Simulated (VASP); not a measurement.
# Na2S (Fm-3m) in VASP: notebook

The runs below take Na2S through single point, relaxation of cell and atoms, with PBE.

Everything below comes from runs of VASP 6.6.1. Logs are shortened: lines on timing, memory, paths and dates and some standing lists are left out, and cuts for length are marked.

### Step 1. The cell of the first run

The structure is cubic, space group Fm-3m (No. 225). The conventional cell has a = 6.568 Å, b = 6.568 Å, c = 6.568 Å, α = 90.00°, β = 90.00°, γ = 90.00°. Na (site symmetry -43m) has 4 S at 2.84 Å and 6 Na at 3.28 Å within 3.7 Å. Within 3.7 Å of S (site symmetry m-3m) lie 8 Na at 2.84 Å.

### Step 2. Single point, PBE

Contents of INCAR:

```
  PREC = Accurate
  ENCUT = 500
  EDIFF = 1E-6
  ISMEAR = 0
  SIGMA = 0.02
  LREAL = False
  LASPH = True
  NELM = 120
  ALGO = Normal
  ISIF = 2
  LWAVE = False
  LCHARG = True
  GGA = PE
  LELF = True
  LVHAR = True
  NBANDS = 17
  GGA_COMPAT = False
```

Contents of KPOINTS:

```
Automatic mesh
0
Gamma
  6 6 6
```

Contents of POSCAR:

```
Na2S
1.0
    0.0000000000      3.2839004104      3.2839004104
    3.2839004104      0.0000000000      3.2839004104
    3.2839004104      3.2839004104      0.0000000000
Na S
2 1
Direct
    0.2500000000      0.2500000000      0.2500000000
    0.7500000000      0.7500000000      0.7500000000
    0.0000000000      0.0000000000      0.0000000000
```

Potentials or basis: VASP PAW PBE potentials, release 64 (Na_pv, S).

On the command line:

```sh
cat potpaw_PBE.64/Na_pv/POTCAR potpaw_PBE.64/S/POTCAR > POTCAR
mpirun -np 1 vasp_std > vasp.out
```

OUTCAR:

```text
PREC = Accurate
   ENCUT = 500
   EDIFF = 1E-6
   ISMEAR = 0
   LREAL = False
   LASPH = True
   NELM = 120
   ISIF = 2
   GGA = PE

 ion  position               nearest neighbor table
   1  0.250  0.250  0.250-
   2  0.750  0.750  0.750-
   3  0.000  0.000  0.000-

  LATTYP: Found a face centered cubic cell.
 ALAT       =     6.5678008208

  Lattice vectors:

 A1 = (   0.0000000000,   3.2839004104,   3.2839004104)
 A2 = (   3.2839004104,   0.0000000000,   3.2839004104)
 A3 = (   3.2839004104,   3.2839004104,   0.0000000000)

Analysis of symmetry for initial positions (statically):
=====================================================================
 Subroutine PRICEL returns:
 Original cell was already a primitive cell.

 Routine SETGRP: Setting up the symmetry group for a
 face centered cubic supercell.

 Subroutine GETGRP returns: Found 48 space group operations
 (whereof 48 operations were pure point group operations)
 out of a pool of 48 trial point group operations.

The static configuration has the point symmetry O_h .

Analysis of symmetry for dynamics (positions and initial velocities):
=====================================================================
 Subroutine PRICEL returns:
 Original cell was already a primitive cell.

 Routine SETGRP: Setting up the symmetry group for a
 face centered cubic supercell.

 Subroutine GETGRP returns: Found 48 space group operations
 (whereof 48 operations were pure point group operations)
 out of a pool of 48 trial point group operations.

The dynamic configuration has the point symmetry O_h .

 Subroutine INISYM returns: Found 48 space group operations
 (whereof 48 operations are pure point group operations),
 and found     1 'primitive' translations

----------------------------------------------------------------------------------------

                                     Primitive cell

  volume of cell :      70.8272

  direct lattice vectors                    reciprocal lattice vectors
     0.000000000  3.283900410  3.283900410    -0.152257967  0.152257967  0.152257967
     3.283900410  0.000000000  3.283900410     0.152257967 -0.152257967  0.152257967
     3.283900410  3.283900410  0.000000000     0.152257967  0.152257967 -0.152257967

  length of vectors
     4.644136498  4.644136498  4.644136498     0.263718535  0.263718535  0.263718535

  position of ions in fractional coordinates (direct lattice)
     0.250000000  0.250000000  0.250000000
     0.750000000  0.750000000  0.750000000
     0.000000000  0.000000000  0.000000000

  ion indices of the primitive-cell ions
   primitive index   ion index
                 1           1
                 2           2
                 3           3

----------------------------------------------------------------------------------------

 KPOINTS: Automatic mesh

Automatic generation of k-mesh.
 Grid dimensions read from file:
 generate k-points for:    6    6    6

 Generating k-lattice:

  Cartesian coordinates                     Fractional coordinates (reciprocal lattice)
    -0.025376328  0.025376328  0.025376328     0.166666667  0.000000000  0.000000000
     0.025376328 -0.025376328  0.025376328     0.000000000  0.166666667  0.000000000
     0.025376328  0.025376328 -0.025376328     0.000000000  0.000000000  0.166666667

  Length of vectors
     0.043953089  0.043953089  0.043953089

  Shift w.r.t. Gamma in fractional coordinates (k-lattice)
     0.000000000  0.000000000  0.000000000

 Subroutine IBZKPT returns following result:
 ===========================================

 Found     16 irreducible k-points:

 Following reciprocal coordinates:
            Coordinates               Weight
  0.000000  0.000000  0.000000      1.000000
  0.166667  0.000000  0.000000      8.000000
  0.333333  0.000000  0.000000      8.000000
  0.500000  0.000000  0.000000      4.000000
  0.166667  0.166667  0.000000      6.000000
  0.333333  0.166667  0.000000     24.000000
[... 8 lines left out ...]
 -0.333333  0.333333  0.166667     24.000000
 -0.333333  0.500000  0.166667     12.000000
   k-points           NKPTS =     16   k-points in BZ     NKDIM =     16   number of bands    NBANDS=     17
   number of dos      NEDOS =    301   number of ions     NIONS =      3
   total plane-waves  NPLWV =  46656
   dimension x,y,z NGX =    36 NGY =   36 NGZ =   36
   dimension x,y,z NGXF=    72 NGYF=   72 NGZF=   72
   ions per type =               2   1
   NGX,Y,Z   is equivalent  to a cutoff of  12.89, 12.89, 12.89 a.u.
   NGXF,Y,Z  is equivalent  to a cutoff of  25.77, 25.77, 25.77 a.u.
 SYSTEM =  unknown system
   PREC   = accura    normal or accurate (medium, high low for compatibility)
   ISTART =      0    job   : 0-new  1-cont  2-samecut
   ICHARG =      2    charge: 1-file 2-atom 10-const
   ISPIN  =      1    spin polarized calculation?
   LNONCOLLINEAR =      F non collinear calculations
   LSORBIT =      F    spin-orbit coupling
   LASPH  =      T    aspherical Exc in radial PAW
   ENCUT  =  500.0 eV  36.75 Ry    6.06 a.u.   8.47  8.47  8.47*2*pi/ulx,y,z
   NELM   =    120;   NELMIN=  2; NELMDL= -5     # of ELM steps
   EDIFF  = 0.1E-05   stopping-criterion for ELM
   LREAL  =      F    real-space projection
   EDIFFG = 0.1E-04   stopping-criterion for IOM
   NSW    =      0    number of steps for IOM
   IBRION =     -1    ionic relax: 0-MD 1-quasi-New 2-CG
   NFREE  =      0    steps in history (QN), initial steepest desc. (CG)
   ISIF   =      2    stress and relaxation
   ISYM   =      2    0-nonsym 1-usesym 2-fastsym
   POTIM  = 0.5000    time-step for ionic-motion
   TEBEG  =    0.0;   TEEND  =   0.0 temperature during run
   PSTRESS=    0.0 pullay stress
   NELECT =      20.0000    total number of electrons
   NUPDOWN=      -1.0000    fix difference up-down
   EMIN   =  10.00;   EMAX   =-10.00  energy-range for DOS
   EFERMI =   0.00;   METHOD = LEGACY
   ISMEAR =     0;   SIGMA  =   0.02  broadening in eV -4-tet -1-fermi 0-gaus
   EFERMI_NEDOS =   21; number of points for ismear=-14 and -15
   IALGO  =     38    algorithm
   IMIX   =      4    mixing-type and parameters
     AMIX     =   0.40;   BMIX     =  1.00
     AMIX_MAG =   1.60;   BMIX_MAG =  1.00
  volume/ion in A,a.u.               =      23.61       159.32
  Fermi-wavevector in a.u.,A,eV,Ry     =   1.074034  2.029631 15.694999  1.153550
  Thomas-Fermi vector in A             =   2.209851
   LORBIT       =      0    0 simple, 1 ext, 2 COOP (PROOUT), +10 PAW based schemes
   GGA     = PE    functional components
   LHFCALC =     F    Hartree Fock is set to
   AEXX    =    0.0000 exact exchange contribution
   IVDW    =     0    specifies the selected vdW correction
   LEPSILON=     F    determine dielectric tensor
   LRPA    =     F    only Hartree local field effects (RPA)
 non-spin polarized calculation
 Gauss-broadening in eV      SIGMA  =   0.02
  energy-cutoff  :      500.00
  volume of cell :       70.83
 maximum number of plane-waves:      1820
 NGX is ok and might be reduce to    36
   NGX = 17   NGY = 17   NGZ = 17

 number of electron      19.9999995 magnetization

 Free energy of the ion-electron system (eV)
  ---------------------------------------------------
  ext. energy  EPLUGINS =         0.00000000
  ---------------------------------------------------
  free energy    TOTEN  =        -9.97604879 eV

  energy without entropy =       -9.97604879  energy(sigma->0) =       -9.97604879

 E-fermi :   0.2309     XC(G=0):  -7.7767

 val. band max:        0.1369198752   @ k =   0.0000   0.0000   0.0000
 cond. band min:       2.5821848421   @ k =   0.0000   0.0000   0.0000
 fundamental gap:      2.4452649669
 Fermi energy:         0.2308706742

 k-point     1 :       0.0000    0.0000    0.0000
  band No.  band energies     occupation
      1     -22.1314      2.00000
      2     -22.1314      2.00000
      3     -22.1314      2.00000
      4     -22.0799      2.00000
      5     -22.0799      2.00000
      6     -22.0799      2.00000
[... 9 lines left out ...]
     16       9.4641      0.00000
     17      11.2884      0.00000

 k-point     2 :       0.1667    0.0000    0.0000
  band No.  band energies     occupation
      1     -22.1291      2.00000
      2     -22.1282      2.00000
      3     -22.1282      2.00000
      4     -22.0850      2.00000
      5     -22.0835      2.00000
      6     -22.0835      2.00000
[... 9 lines left out ...]
     16       9.0068      0.00000
     17      10.6485      0.00000

 k-point     3 :       0.3333    0.0000    0.0000
  band No.  band energies     occupation
      1     -22.1225      2.00000
      2     -22.1192      2.00000
      3     -22.1192      2.00000
      4     -22.0974      2.00000
      5     -22.0934      2.00000
      6     -22.0934      2.00000
[... 9 lines left out ...]
     16       9.8518      0.00000
     17      10.4397      0.00000

 k-point     4 :       0.5000    0.0000    0.0000
  band No.  band energies     occupation
      1     -22.1138      2.00000
      2     -22.1090      2.00000
      3     -22.1072      2.00000
      4     -22.1072      2.00000
      5     -22.1057      2.00000
      6     -22.1057      2.00000
[... 9 lines left out ...]
     16      11.5042      0.00000
     17      11.5042      0.00000
[... 183 lines left out ...]
      1     -22.1429      2.00000
      2     -22.1337      2.00000
      3     -22.1224      2.00000
      4     -22.0924      2.00000
      5     -22.0848      2.00000
      6     -22.0731      2.00000
[... 9 lines left out ...]
     16      11.1331      0.00000
     17      12.1286      0.00000

 k-point    15 :      -0.3333    0.3333    0.1667
  band No.  band energies     occupation
      1     -22.1456      2.00000
      2     -22.1411      2.00000
      3     -22.1077      2.00000
      4     -22.1076      2.00000
      5     -22.0752      2.00000
      6     -22.0744      2.00000
[... 9 lines left out ...]
     16      10.6599      0.00000
     17      12.0899      0.00000

 k-point    16 :      -0.3333    0.5000    0.1667
  band No.  band energies     occupation
      1     -22.1530      2.00000
      2     -22.1449      2.00000
      3     -22.1248      2.00000
      4     -22.0903      2.00000
      5     -22.0714      2.00000
      6     -22.0683      2.00000
[... 9 lines left out ...]
     16      11.2300      0.00000
     17      11.9881      0.00000

------------------------ aborting loop because EDIFF is reached ----------------------------------------

  FORCE on cell =-STRESS in cart. coord.  units (eV):
  Direction    XX          YY          ZZ          XY          YZ          ZX
  --------------------------------------------------------------------------------------
  -------------------------------------------------------------------------------------
  Total        0.0017866      0.0017866      0.0017866     -0.0000000      0.0000000      0.0000000
  in kB        0.0404139      0.0404139      0.0404139     -0.0000000      0.0000000      0.0000000
  external PRESSURE =       0.0404139 kB  Pullay stress =       0.0000000 kB

 VOLUME and BASIS-vectors are now :
 -----------------------------------------------------------------------------
  energy-cutoff  :      500.00
  volume of cell :       70.83
      direct lattice vectors                 reciprocal lattice vectors
     0.000000000  3.283900410  3.283900410    -0.152257967  0.152257967  0.152257967
     3.283900410  0.000000000  3.283900410     0.152257967 -0.152257967  0.152257967
     3.283900410  3.283900410  0.000000000     0.152257967  0.152257967 -0.152257967

 POSITION                                       TOTAL-FORCE (eV/Angst)
 -----------------------------------------------------------------------------------
      1.64195      1.64195      1.64195         0.000000      0.000000      0.000000
      4.92585      4.92585      4.92585        -0.000000     -0.000000     -0.000000
      0.00000      0.00000      0.00000        -0.000000      0.000000      0.000000
 -----------------------------------------------------------------------------------
    total drift:                                0.000000      0.000000      0.000000

  FREE ENERGIE OF THE ION-ELECTRON SYSTEM (eV)
  ---------------------------------------------------
  free  energy   TOTEN  =        -9.9760487879 eV

  energy  without entropy=       -9.9760487879  energy(sigma->0) =       -9.97604879
```

It took 9.9 s on 1 thread of Intel Xeon 6975P-C (Granite Rapids), shared host; peak memory 0.19 GiB.

Results:

```yaml
Free_energy: -9.9760 eV
Pressure: 0.0 GPa
Band_gap_on_the_k_mesh: 2.45 eV, direct
```

(Continued in part 2 of 2.)
